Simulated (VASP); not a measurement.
# Fe (Im-3m) in VASP: single point with PBE

Aim: the single point of Fe with PBE.

Program: VASP 6.6.1. These are calculated values, not measurements. Logs are shortened: lines on timing, memory, paths and dates and some standing lists are left out, and cuts for length are marked.

## 1. The cell of the first run

It takes space group Im-3m (No. 229, cubic). Conventional cell: a = 2.831 Å, b = 2.831 Å, c = 2.831 Å, α = 90.00°, β = 90.00°, γ = 90.00°. Within 3.2 Å of Fe (site symmetry m-3m) lie 14 Fe at 2.45 to 2.83 Å.

## 2. Single point, PBE, collinear spin, ferromagnetic start

Contents of POSCAR:

```
Fe
1.0
   -1.4155932657      1.4155932657      1.4155932657
    1.4155932657     -1.4155932657      1.4155932657
    1.4155932657      1.4155932657     -1.4155932657
Fe
1
Direct
    0.0000000000      0.0000000000      0.0000000000
```

Contents of INCAR.step1:

```
PREC = Accurate
ENCUT = 520
EDIFF = 1E-6
ISMEAR = 0
SIGMA = 0.05
LREAL = F
LASPH = T
NELM = 150
ALGO = Normal
ISIF = 2
LWAVE = F
LCHARG = T
ISPIN = 2
MAGMOM = 2.43
LMAXMIX = 4
GGA = PE
NBANDS = 14
```

Contents of KPOINTS.step1:

```
regular mesh
0
Gamma
  22 22 22
```

Contents of INCAR.step2:

```
PREC = Accurate
ENCUT = 520
EDIFF = 1E-6
ISMEAR = -5
SIGMA = 0.05
LREAL = F
LASPH = T
NELM = 150
ALGO = Normal
ISIF = 2
LWAVE = F
LCHARG = F
ISPIN = 2
MAGMOM = 2.43
LORBIT = 11
LMAXMIX = 4
GGA = PE
NEDOS = 1001
ICHARG = 11
```

Contents of KPOINTS.step2:

```
regular mesh
0
Gamma
  33 33 33
```

Potentials or basis: VASP PAW PBE potentials, release 64 (Fe).

Launch:

```sh
> cat potpaw_PBE.64/Fe/POTCAR > POTCAR
> cp INCAR.step1 INCAR
> cp KPOINTS.step1 KPOINTS
> mpirun -np 1 vasp_std > vasp.out
> cp INCAR.step2 INCAR
> cp KPOINTS.step2 KPOINTS
> mpirun -np 1 vasp_std > vasp.out
```

OUTCAR:

```text
PREC = Accurate
   ENCUT = 520
   EDIFF = 1E-6
   ISMEAR = -5
   LREAL = F
   LASPH = T
   NELM = 150
   ISIF = 2
   ISPIN = 2
   LORBIT = 11
   GGA = PE
   ICHARG = 11

 ion  position               nearest neighbor table
   1  0.000  0.000  0.000-

  LATTYP: Found a body centered cubic cell.
 ALAT       =     2.8311865314

  Lattice vectors:

 A1 = (  -1.4155932657,   1.4155932657,   1.4155932657)
 A2 = (   1.4155932657,  -1.4155932657,   1.4155932657)
 A3 = (   1.4155932657,   1.4155932657,  -1.4155932657)

Analysis of symmetry for initial positions (statically):
=====================================================================
 Subroutine PRICEL returns:
 Original cell was already a primitive cell.

 Routine SETGRP: Setting up the symmetry group for a
 body centered cubic supercell.

 Subroutine GETGRP returns: Found 48 space group operations
 (whereof 48 operations were pure point group operations)
 out of a pool of 48 trial point group operations.

The static configuration has the point symmetry O_h .

Analysis of symmetry for dynamics (positions and initial velocities):
=====================================================================
 Subroutine PRICEL returns:
 Original cell was already a primitive cell.

 Routine SETGRP: Setting up the symmetry group for a
 body centered cubic supercell.

 Subroutine GETGRP returns: Found 48 space group operations
 (whereof 48 operations were pure point group operations)
 out of a pool of 48 trial point group operations.

The dynamic configuration has the point symmetry O_h .

Analysis of structural, dynamic, and magnetic symmetry:
=====================================================================
 Subroutine PRICEL returns:
 Original cell was already a primitive cell.

 Routine SETGRP: Setting up the symmetry group for a
 body centered cubic supercell.

 Subroutine GETGRP returns: Found 48 space group operations
 (whereof 48 operations were pure point group operations)
 out of a pool of 48 trial point group operations.

The overall configuration has the point symmetry O_h .

 Subroutine INISYM returns: Found 48 space group operations
 (whereof 48 operations are pure point group operations),
 and found     1 'primitive' translations

----------------------------------------------------------------------------------------

                                     Primitive cell

  volume of cell :      11.3469

  direct lattice vectors                    reciprocal lattice vectors
    -1.415593266  1.415593266  1.415593266     0.000000000  0.353208801  0.353208801
     1.415593266 -1.415593266  1.415593266     0.353208801  0.000000000  0.353208801
     1.415593266  1.415593266 -1.415593266     0.353208801  0.353208801  0.000000000

  length of vectors
     2.451879459  2.451879459  2.451879459     0.499512677  0.499512677  0.499512677

  position of ions in fractional coordinates (direct lattice)
     0.000000000  0.000000000  0.000000000

  ion indices of the primitive-cell ions
   primitive index   ion index
                 1           1

----------------------------------------------------------------------------------------

 KPOINTS: regular mesh

Automatic generation of k-mesh.
 Grid dimensions read from file:
 generate k-points for:   33   33   33

 Generating k-lattice:

  Cartesian coordinates                     Fractional coordinates (reciprocal lattice)
     0.000000000  0.010703297  0.010703297     0.030303030  0.000000000  0.000000000
     0.010703297  0.000000000  0.010703297     0.000000000  0.030303030  0.000000000
     0.010703297  0.010703297  0.000000000     0.000000000  0.000000000  0.030303030

  Length of vectors
     0.015136748  0.015136748  0.015136748

  Shift w.r.t. Gamma in fractional coordinates (k-lattice)
     0.000000000  0.000000000  0.000000000

 TETIRR: Found  43590 inequivalent tetrahedra from   215622

 Subroutine IBZKPT returns following result:
 ===========================================

 Found    969 irreducible k-points:

 Following reciprocal coordinates:
            Coordinates               Weight
  0.000000  0.000000  0.000000      1.000000
  0.030303  0.000000  0.000000     12.000000
  0.060606  0.000000  0.000000     12.000000
  0.090909  0.000000  0.000000     12.000000
  0.121212  0.000000  0.000000     12.000000
  0.151515  0.000000  0.000000     12.000000
[... 16 lines left out ...]
  0.181818  0.030303  0.000000     48.000000
  0.212121  0.030303  0.000000     48.000000
 [... further k-points ...]
   k-points           NKPTS =    969   k-points in BZ     NKDIM =    969   number of bands    NBANDS=      9
   number of dos      NEDOS =   1001   number of ions     NIONS =      1
   total plane-waves  NPLWV =   5832
   dimension x,y,z NGX =    18 NGY =   18 NGZ =   18
   dimension x,y,z NGXF=    36 NGYF=   36 NGZF=   36
   ions per type =               1
   NGX,Y,Z   is equivalent  to a cutoff of  12.20, 12.20, 12.20 a.u.
   NGXF,Y,Z  is equivalent  to a cutoff of  24.41, 24.41, 24.41 a.u.
 SYSTEM =  unknown system
   PREC   = accura    normal or accurate (medium, high low for compatibility)
   ISTART =      0    job   : 0-new  1-cont  2-samecut
   ICHARG =     11    charge: 1-file 2-atom 10-const
   ISPIN  =      2    spin polarized calculation?
   LNONCOLLINEAR =      F non collinear calculations
   LSORBIT =      F    spin-orbit coupling
   LASPH  =      T    aspherical Exc in radial PAW
   ENCUT  =  520.0 eV  38.22 Ry    6.18 a.u.   4.56  4.56  4.56*2*pi/ulx,y,z
   NELM   =    150;   NELMIN=  2; NELMDL=  0     # of ELM steps
   EDIFF  = 0.1E-05   stopping-criterion for ELM
   LREAL  =      F    real-space projection
   EDIFFG = 0.1E-04   stopping-criterion for IOM
   NSW    =      0    number of steps for IOM
   IBRION =     -1    ionic relax: 0-MD 1-quasi-New 2-CG
   NFREE  =      0    steps in history (QN), initial steepest desc. (CG)
   ISIF   =      2    stress and relaxation
   ISYM   =      2    0-nonsym 1-usesym 2-fastsym
   POTIM  = 0.5000    time-step for ionic-motion
   TEBEG  =    0.0;   TEEND  =   0.0 temperature during run
   PSTRESS=    0.0 pullay stress
   NELECT =       8.0000    total number of electrons
   NUPDOWN=      -1.0000    fix difference up-down
   EMIN   =  10.00;   EMAX   =-10.00  energy-range for DOS
   EFERMI =   0.00;   METHOD = LEGACY
   ISMEAR =    -5;   SIGMA  =   0.05  broadening in eV -4-tet -1-fermi 0-gaus
   EFERMI_NEDOS =   21; number of points for ismear=-14 and -15
   IALGO  =     38    algorithm
   IMIX   =      4    mixing-type and parameters
     AMIX     =   0.40;   BMIX     =  1.00
     AMIX_MAG =   1.60;   BMIX_MAG =  1.00
  volume/ion in A,a.u.               =      11.35        76.57
  Fermi-wavevector in a.u.,A,eV,Ry     =   1.457068  2.753458 28.885791  2.123046
  Thomas-Fermi vector in A             =   2.573912
   LORBIT       =     11    0 simple, 1 ext, 2 COOP (PROOUT), +10 PAW based schemes
   GGA     = PE    functional components
   LHFCALC =     F    Hartree Fock is set to
   AEXX    =    0.0000 exact exchange contribution
   IVDW    =     0    specifies the selected vdW correction
   LEPSILON=     F    determine dielectric tensor
   LRPA    =     F    only Hartree local field effects (RPA)
 spin polarized calculation
 Fermi weights with tetrahedron method with Bloechl corrections
  energy-cutoff  :      520.00
  volume of cell :       11.35
 maximum number of plane-waves:       321

 number of electron       8.0000009 magnetization       2.1766221

 Free energy of the ion-electron system (eV)
  ---------------------------------------------------
  ext. energy  EPLUGINS =         0.00000000
  ---------------------------------------------------
  free energy    TOTEN  =        -8.24256761 eV

  energy without entropy =       -8.24256761  energy(sigma->0) =       -8.24256761

 E-fermi :   5.8331     XC(G=0): -13.1246

 val. band max:        5.8598765344   @ k =  -0.3939   0.3939   0.0909
 cond. band min:       5.8184229597   @ k =  -0.4242   0.4242   0.4242
 fundamental gap:     -0.0414535746
 Fermi energy:         5.8330609652

 spin component 1

 k-point     1 :       0.0000    0.0000    0.0000
  band No.  band energies     occupation
      1      -2.6059      1.00000
      2       3.5351      1.00000
      3       3.5351      1.00000
      4       3.5351      1.00000
      5       4.7400      1.00000
      6       4.7400      1.00000
      7      30.8670      0.00000
      8      30.8670      0.00000
      9      30.8670      0.00000

 k-point     2 :       0.0303    0.0000    0.0000
  band No.  band energies     occupation
      1      -2.5676      1.00000
      2       3.5246      1.00000
      3       3.5346      1.00000
      4       3.5557      1.00000
      5       4.7291      1.00000
      6       4.7408      1.00000
      7      30.5922      0.00000
      8      30.8146      0.00000
      9      30.8384      0.00000
[... 253 lines left out ...]
 k-point    24 :       0.2121    0.0303    0.0000
  band No.  band energies     occupation
      1      -0.6472      1.00000
      2       3.0522      1.00000
      3       3.3700      1.00000
      4       4.5447      1.00000
      5       4.6057      1.00000
      6       4.8078      1.00000
      7      22.7470      0.00000
      8      27.2958      0.00000
      9      29.8864      0.00000

 [... further k-points ...]

 spin component 2

 k-point     1 :       0.0000    0.0000    0.0000
  band No.  band energies     occupation
      1      -2.4349      1.00000
      2       5.4223      1.00000
      3       5.4224      1.00000
      4       5.4224      1.00000
      5       7.4877      0.00000
      6       7.4879      0.00000
      7      30.6222      0.00000
      8      30.6222      0.00000
      9      30.6222      0.00000

 k-point     2 :       0.0303    0.0000    0.0000
  band No.  band energies     occupation
      1      -2.3965      1.00000
      2       5.4097      1.00000
      3       5.4205      1.00000
      4       5.4447      1.00000
      5       7.4735      0.00000
      6       7.4887      0.00000
      7      30.3936      0.00000
      8      30.5815      0.00000
      9      30.6085      0.00000
[... 253 lines left out ...]
 k-point    24 :       0.2121    0.0303    0.0000
  band No.  band energies     occupation
      1      -0.4174      1.00000
      2       4.8451      1.00000
      3       5.1504      1.00000
      4       6.5850      0.00000
      5       7.1278      0.00000
      6       7.5677      0.00000
      7      23.3157      0.00000
      8      27.4378      0.00000
      9      30.1932      0.00000

 [... further k-points ...]

------------------------ aborting loop because EDIFF is reached ----------------------------------------

  FORCE on cell =-STRESS in cart. coord.  units (eV):
  Direction    XX          YY          ZZ          XY          YZ          ZX
  --------------------------------------------------------------------------------------
  -------------------------------------------------------------------------------------
  Total        0.0150401      0.0150401      0.0150401      0.0000000     -0.0000000      0.0000000
  in kB        2.1236588      2.1236588      2.1236588      0.0000000     -0.0000000      0.0000000
  external PRESSURE =       2.1236588 kB  Pullay stress =       0.0000000 kB

 VOLUME and BASIS-vectors are now :
 -----------------------------------------------------------------------------
  energy-cutoff  :      520.00
  volume of cell :       11.35
      direct lattice vectors                 reciprocal lattice vectors
    -1.415593266  1.415593266  1.415593266     0.000000000  0.353208801  0.353208801
     1.415593266 -1.415593266  1.415593266     0.353208801  0.000000000  0.353208801
     1.415593266  1.415593266 -1.415593266     0.353208801  0.353208801  0.000000000

 POSITION                                       TOTAL-FORCE (eV/Angst)
 -----------------------------------------------------------------------------------
      0.00000      0.00000      0.00000         0.000000      0.000000     -0.000000
 -----------------------------------------------------------------------------------
    total drift:                               -0.000000      0.000000      0.000000

  FREE ENERGIE OF THE ION-ELECTRON SYSTEM (eV)
  ---------------------------------------------------
  free  energy   TOTEN  =        -8.2425676109 eV

  energy  without entropy=       -8.2425676109  energy(sigma->0) =       -8.24256761

 total charge

# of ion       s       p       d       tot
------------------------------------------
    1        0.488   0.543   6.240   7.270

 magnetization (x)

# of ion       s       p       d       tot
------------------------------------------
    1       -0.013  -0.056   2.245   2.176
```

It took 3.1 min on 1 thread of Intel Xeon Platinum 8559C (Emerald Rapids), shared host; peak memory 0.39 GiB.

What came out:

* Net moment: 2.18 μB per cell
* Site moments: Fe +2.18 μB
* Valence electrons inside the program's atomic spheres: Fe 7.27
